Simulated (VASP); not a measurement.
# B (Fm-3m) in VASP: single point with PBEsol

Aim: the single point of B with PBEsol.

All numbers are computed with VASP 6.6.1; they aren't measurements. Logs are shortened: lines on timing, memory, paths and dates and some standing lists are left out, and cuts for length are marked.

## (1) The cell of the first run

It takes space group Fm-3m (No. 225, cubic). Conventional cell: a = 3.615 Å, b = 3.615 Å, c = 3.615 Å, α = 90.00°, β = 90.00°, γ = 90.00°. Within 3.4 Å of B (site symmetry m-3m) lie 12 B at 2.56 Å.

## (2) Single point, PBEsol

The input, INCAR:

```
SYSTEM = B
PREC = Accurate
ENCUT = 500
EDIFF = 1E-6
ISMEAR = -1
SIGMA = 0.1
LREAL = .False.
LASPH = .True.
NELM = 120
ALGO = Normal
ISIF = 2
LWAVE = .False.
LCHARG = .True.
GGA = PS
LELF = .True.
LVHAR = .True.
NBANDS = 8
GGA_COMPAT = .False.
```

The input, KPOINTS:

```
Automatic mesh
0
Gamma
  8 8 8
  0 0 0
```

The input, POSCAR:

```
B
1.0
    0.0000000000      1.8075000000      1.8075000000
    1.8075000000      0.0000000000      1.8075000000
    1.8075000000      1.8075000000      0.0000000000
B
1
Direct
    0.0000000000      0.0000000000      0.0000000000
```

Potentials or basis: VASP PAW PBE potentials, release 64 (B).

Command:

```console
$ cat potpaw_PBE.64/B/POTCAR > POTCAR
$ mpirun -np 1 vasp_std > vasp.out
```

OUTCAR:

```text
SYSTEM = B
   PREC = Accurate
   ENCUT = 500
   EDIFF = 1E-6
   ISMEAR = -1
   LREAL = .False.
   LASPH = .True.
   NELM = 120
   ISIF = 2
   GGA = PS

 ion  position               nearest neighbor table
   1  0.000  0.000  0.000-

  LATTYP: Found a face centered cubic cell.
 ALAT       =     3.6150000000

  Lattice vectors:

 A1 = (   0.0000000000,   1.8075000000,   1.8075000000)
 A2 = (   1.8075000000,   0.0000000000,   1.8075000000)
 A3 = (   1.8075000000,   1.8075000000,   0.0000000000)

Analysis of symmetry for initial positions (statically):
=====================================================================
 Subroutine PRICEL returns:
 Original cell was already a primitive cell.

 Routine SETGRP: Setting up the symmetry group for a
 face centered cubic supercell.

 Subroutine GETGRP returns: Found 48 space group operations
 (whereof 48 operations were pure point group operations)
 out of a pool of 48 trial point group operations.

The static configuration has the point symmetry O_h .

Analysis of symmetry for dynamics (positions and initial velocities):
=====================================================================
 Subroutine PRICEL returns:
 Original cell was already a primitive cell.

 Routine SETGRP: Setting up the symmetry group for a
 face centered cubic supercell.

 Subroutine GETGRP returns: Found 48 space group operations
 (whereof 48 operations were pure point group operations)
 out of a pool of 48 trial point group operations.

The dynamic configuration has the point symmetry O_h .

 Subroutine INISYM returns: Found 48 space group operations
 (whereof 48 operations are pure point group operations),
 and found     1 'primitive' translations

----------------------------------------------------------------------------------------

                                     Primitive cell

  volume of cell :      11.8104

  direct lattice vectors                    reciprocal lattice vectors
     0.000000000  1.807500000  1.807500000    -0.276625173  0.276625173  0.276625173
     1.807500000  0.000000000  1.807500000     0.276625173 -0.276625173  0.276625173
     1.807500000  1.807500000  0.000000000     0.276625173  0.276625173 -0.276625173

  length of vectors
     2.556191014  2.556191014  2.556191014     0.479128854  0.479128854  0.479128854

  position of ions in fractional coordinates (direct lattice)
     0.000000000  0.000000000  0.000000000

  ion indices of the primitive-cell ions
   primitive index   ion index
                 1           1

----------------------------------------------------------------------------------------

 KPOINTS: Automatic mesh

Automatic generation of k-mesh.
 Grid dimensions read from file:
 generate k-points for:    8    8    8

 Generating k-lattice:

  Cartesian coordinates                     Fractional coordinates (reciprocal lattice)
    -0.034578147  0.034578147  0.034578147     0.125000000  0.000000000  0.000000000
     0.034578147 -0.034578147  0.034578147     0.000000000  0.125000000  0.000000000
     0.034578147  0.034578147 -0.034578147     0.000000000  0.000000000  0.125000000

  Length of vectors
     0.059891107  0.059891107  0.059891107

  Shift w.r.t. Gamma in fractional coordinates (k-lattice)
     0.000000000  0.000000000  0.000000000

 Subroutine IBZKPT returns following result:
 ===========================================

 Found     29 irreducible k-points:

 Following reciprocal coordinates:
            Coordinates               Weight
  0.000000  0.000000  0.000000      1.000000
  0.125000  0.000000  0.000000      8.000000
  0.250000  0.000000  0.000000      8.000000
  0.375000  0.000000  0.000000      8.000000
  0.500000  0.000000  0.000000      4.000000
  0.125000  0.125000  0.000000      6.000000
[... 16 lines left out ...]
  0.500000  0.250000  0.125000     48.000000
 -0.375000  0.250000  0.125000     24.000000
 [... further k-points ...]
   k-points           NKPTS =     29   k-points in BZ     NKDIM =     29   number of bands    NBANDS=      8
   number of dos      NEDOS =    301   number of ions     NIONS =      1
   total plane-waves  NPLWV =   8000
   dimension x,y,z NGX =    20 NGY =   20 NGZ =   20
   dimension x,y,z NGXF=    40 NGYF=   40 NGZF=   40
   ions per type =               1
   NGX,Y,Z   is equivalent  to a cutoff of  13.01, 13.01, 13.01 a.u.
   NGXF,Y,Z  is equivalent  to a cutoff of  26.01, 26.01, 26.01 a.u.
 SYSTEM =  B
   PREC   = accura    normal or accurate (medium, high low for compatibility)
   ISTART =      0    job   : 0-new  1-cont  2-samecut
   ICHARG =      2    charge: 1-file 2-atom 10-const
   ISPIN  =      1    spin polarized calculation?
   LNONCOLLINEAR =      F non collinear calculations
   LSORBIT =      F    spin-orbit coupling
   LASPH  =      T    aspherical Exc in radial PAW
   ENCUT  =  500.0 eV  36.75 Ry    6.06 a.u.   4.66  4.66  4.66*2*pi/ulx,y,z
   NELM   =    120;   NELMIN=  2; NELMDL= -5     # of ELM steps
   EDIFF  = 0.1E-05   stopping-criterion for ELM
   LREAL  =      F    real-space projection
   EDIFFG = 0.1E-04   stopping-criterion for IOM
   NSW    =      0    number of steps for IOM
   IBRION =     -1    ionic relax: 0-MD 1-quasi-New 2-CG
   NFREE  =      0    steps in history (QN), initial steepest desc. (CG)
   ISIF   =      2    stress and relaxation
   ISYM   =      2    0-nonsym 1-usesym 2-fastsym
   POTIM  = 0.5000    time-step for ionic-motion
   TEBEG  =    0.0;   TEEND  =   0.0 temperature during run
   PSTRESS=    0.0 pullay stress
   NELECT =       3.0000    total number of electrons
   NUPDOWN=      -1.0000    fix difference up-down
   EMIN   =  10.00;   EMAX   =-10.00  energy-range for DOS
   EFERMI =   0.00;   METHOD = LEGACY
   ISMEAR =    -1;   SIGMA  =   0.10  broadening in eV -4-tet -1-fermi 0-gaus
   EFERMI_NEDOS =   21; number of points for ismear=-14 and -15
   IALGO  =     38    algorithm
   IMIX   =      4    mixing-type and parameters
     AMIX     =   0.40;   BMIX     =  1.00
     AMIX_MAG =   1.60;   BMIX_MAG =  1.00
  volume/ion in A,a.u.               =      11.81        79.70
  Fermi-wavevector in a.u.,A,eV,Ry     =   1.036797  1.959262 14.625548  1.074947
  Thomas-Fermi vector in A             =   2.171204
   LORBIT       =      0    0 simple, 1 ext, 2 COOP (PROOUT), +10 PAW based schemes
   GGA     = PS    functional components
   LHFCALC =     F    Hartree Fock is set to
   AEXX    =    0.0000 exact exchange contribution
   IVDW    =     0    specifies the selected vdW correction
   LEPSILON=     F    determine dielectric tensor
   LRPA    =     F    only Hartree local field effects (RPA)
 non-spin polarized calculation
  energy-cutoff  :      500.00
  volume of cell :       11.81
 maximum number of plane-waves:       308
   NGX =  9   NGY =  9   NGZ =  9

 number of electron       3.0000000 magnetization

 Free energy of the ion-electron system (eV)
  ---------------------------------------------------
  ext. energy  EPLUGINS =         0.00000000
  ---------------------------------------------------
  free energy    TOTEN  =        -4.22261033 eV

  energy without entropy =       -4.20725066  energy(sigma->0) =       -4.21493050

 E-fermi :   3.2141     XC(G=0): -10.3458

 val. band max:        3.0958063322   @ k =  -0.2500   0.3750   0.1250
 cond. band min:       3.4233777436   @ k =   0.5000   0.2500   0.1250
 fundamental gap:      0.3275714114
 Fermi energy:         3.2141294265

 k-point     1 :       0.0000    0.0000    0.0000
  band No.  band energies     occupation
      1      -8.6693      2.00000
      2      11.9766      0.00000
      3      11.9766      0.00000
      4      11.9766      0.00000
      5      25.9926      0.00000
      6      25.9926      0.00000
      7      25.9926      0.00000
      8      28.5687      0.00000

 k-point     2 :       0.1250    0.0000    0.0000
  band No.  band energies     occupation
      1      -8.2105      2.00000
      2      10.4149      0.00000
      3      11.7095      0.00000
      4      11.7095      0.00000
      5      23.7250      0.00000
      6      26.6050      0.00000
      7      26.6050      0.00000
      8      28.1157      0.00000

 k-point     3 :       0.2500    0.0000    0.0000
  band No.  band energies     occupation
      1      -6.8386      2.00000
      2       6.6555      0.00000
      3      11.1595      0.00000
      4      11.1595      0.00000
      5      22.7791      0.00000
      6      26.2311      0.00000
      7      26.2311      0.00000
      8      26.9731      0.00000

 k-point     4 :       0.3750    0.0000    0.0000
  band No.  band energies     occupation
      1      -4.5710      2.00000
      2       2.3972      1.99943
      3      10.7075      0.00000
      4      10.7075      0.00000
      5      22.9277      0.00000
      6      24.7091      0.00000
      7      24.7091      0.00000
      8      25.8448      0.00000

 k-point     5 :       0.5000    0.0000    0.0000
  band No.  band energies     occupation
      1      -1.5010      2.00000
      2      -1.4050      2.00000
      3      10.5423      0.00000
      4      10.5423      0.00000
      5      23.1342      0.00000
      6      24.0962      0.00000
      7      24.0962      0.00000
      8      25.3706      0.00000

 k-point     6 :       0.1250    0.1250    0.0000
  band No.  band energies     occupation
      1      -8.0580      2.00000
      2      10.9769      0.00000
      3      10.9769      0.00000
      4      11.3343      0.00000
      5      22.2615      0.00000
      6      26.0741      0.00000
      7      27.5478      0.00000
      8      27.5478      0.00000

 k-point     7 :       0.2500    0.1250    0.0000
  band No.  band energies     occupation
      1      -6.9919      2.00000
      2       8.2077      0.00000
      3      10.1827      0.00000
      4      10.9900      0.00000
      5      21.3022      0.00000
      6      23.2552      0.00000
      7      28.3148      0.00000
      8      28.6573      0.00000

 k-point     8 :       0.3750    0.1250    0.0000
  band No.  band energies     occupation
      1      -5.0253      2.00000
      2       4.1235      0.00022
      3       9.7626      0.00000
      4      10.1512      0.00000
      5      20.7899      0.00000
      6      22.9792      0.00000
      7      27.0157      0.00000
      8      29.0915      0.00000

 k-point     9 :       0.5000    0.1250    0.0000
  band No.  band energies     occupation
      1      -2.1942      2.00000
      2       0.1342      2.00000
      3       9.3075      0.00000
      4       9.8670      0.00000
      5      20.4198      0.00000
      6      23.8454      0.00000
      7      25.6659      0.00000
      8      29.0411      0.00000

 k-point    10 :      -0.3750    0.1250    0.0000
  band No.  band energies     occupation
      1      -3.2278      2.00000
      2       1.4092      2.00000
      3       8.8215      0.00000
      4      10.4381      0.00000
      5      21.1755      0.00000
      6      23.8239      0.00000
      7      25.2912      0.00000
      8      28.9109      0.00000
[... 78 lines left out ...]
 k-point    18 :       0.3750    0.3750    0.0000
  band No.  band energies     occupation
      1      -3.2705      2.00000
      2       5.4986      0.00000
      3       7.6938      0.00000
      4       7.6938      0.00000
      5      16.3625      0.00000
      6      16.6343      0.00000
      7      33.0820      0.00000
      8      34.5984      0.00000

 k-point    19 :       0.5000    0.3750    0.0000
  band No.  band energies     occupation
      1      -1.1406      2.00000
      2       3.4570      0.16201
      3       5.5146      0.00000
      4       7.5504      0.00000
      5      16.0729      0.00000
      6      18.2142      0.00000
      7      32.0699      0.00000
      8      34.1886      0.00000

 k-point    20 :      -0.3750    0.3750    0.0000
  band No.  band energies     occupation
      1       1.2620      2.00000
      2       1.7521      2.00000
      3       2.8925      1.92287
      4       8.1237      0.00000
      5      16.7342      0.00000
      6      22.3132      0.00000
      7      29.7437      0.00000
      8      31.7251      0.00000

 k-point    21 :       0.5000    0.5000    0.0000
  band No.  band energies     occupation
      1      -0.0034      2.00000
      2       1.6895      2.00000
      3       7.1801      0.00000
      4       7.1801      0.00000
      5      15.4392      0.00000
      6      15.9230      0.00000
      7      33.2860      0.00000
      8      36.8410      0.00000

 k-point    22 :       0.3750    0.2500    0.1250
  band No.  band energies     occupation
      1      -5.6302      2.00000
      2       7.3022      0.00000
      3       7.4373      0.00000
      4      10.3612      0.00000
      5      20.9237      0.00000
      6      21.2567      0.00000
      7      28.0444      0.00000
      8      30.7507      0.00000

 k-point    23 :       0.5000    0.2500    0.1250
  band No.  band energies     occupation
      1      -3.3848      2.00000
      2       3.4234      0.21966
      3       7.1179      0.00000
      4       9.2085      0.00000
      5      19.7300      0.00000
      6      23.0827      0.00000
      7      27.1789      0.00000
      8      29.7117      0.00000

 k-point    24 :      -0.3750    0.2500    0.1250
  band No.  band energies     occupation
      1      -0.3754      2.00000
      2      -0.2522      2.00000
      3       7.2324      0.00000
      4       8.5269      0.00000
      5      19.3596      0.00000
      6      24.0814      0.00000
      7      28.0275      0.00000
      8      28.0868      0.00000

 [... further k-points ...]
[... 5 lines left out ...]
  --------------------------------------------------------------------------------------
  -------------------------------------------------------------------------------------
  Total       -3.0746767     -3.0746767     -3.0746767     -0.0000000     -0.0000000      0.0000000
  in kB     -417.1047432   -417.1047432   -417.1047432     -0.0000000     -0.0000000      0.0000000
  external PRESSURE =    -417.1047432 kB  Pullay stress =       0.0000000 kB

 VOLUME and BASIS-vectors are now :
 -----------------------------------------------------------------------------
  energy-cutoff  :      500.00
  volume of cell :       11.81
      direct lattice vectors                 reciprocal lattice vectors
     0.000000000  1.807500000  1.807500000    -0.276625173  0.276625173  0.276625173
     1.807500000  0.000000000  1.807500000     0.276625173 -0.276625173  0.276625173
     1.807500000  1.807500000  0.000000000     0.276625173  0.276625173 -0.276625173

 POSITION                                       TOTAL-FORCE (eV/Angst)
 -----------------------------------------------------------------------------------
      0.00000      0.00000      0.00000         0.000000      0.000000     -0.000000
 -----------------------------------------------------------------------------------
    total drift:                                0.000000      0.000000     -0.000000

  FREE ENERGIE OF THE ION-ELECTRON SYSTEM (eV)
  ---------------------------------------------------
  free  energy   TOTEN  =        -4.2226103333 eV

  energy  without entropy=       -4.2072506603  energy(sigma->0) =       -4.21493050
```

Run time: 3.1 s. Hardware: 1 thread of Intel Xeon 8259CL, shared host; peak memory 0.11 GiB.

What came out:

| Item | Value |
| --- | --- |
| Free energy | -4.2226 eV |
| Pressure | -41.7 GPa |

Caveat: the k points lie up to 0.38 Å⁻¹ apart; the PAW data sets were made with another functional, which shifts forces and pressure a little.
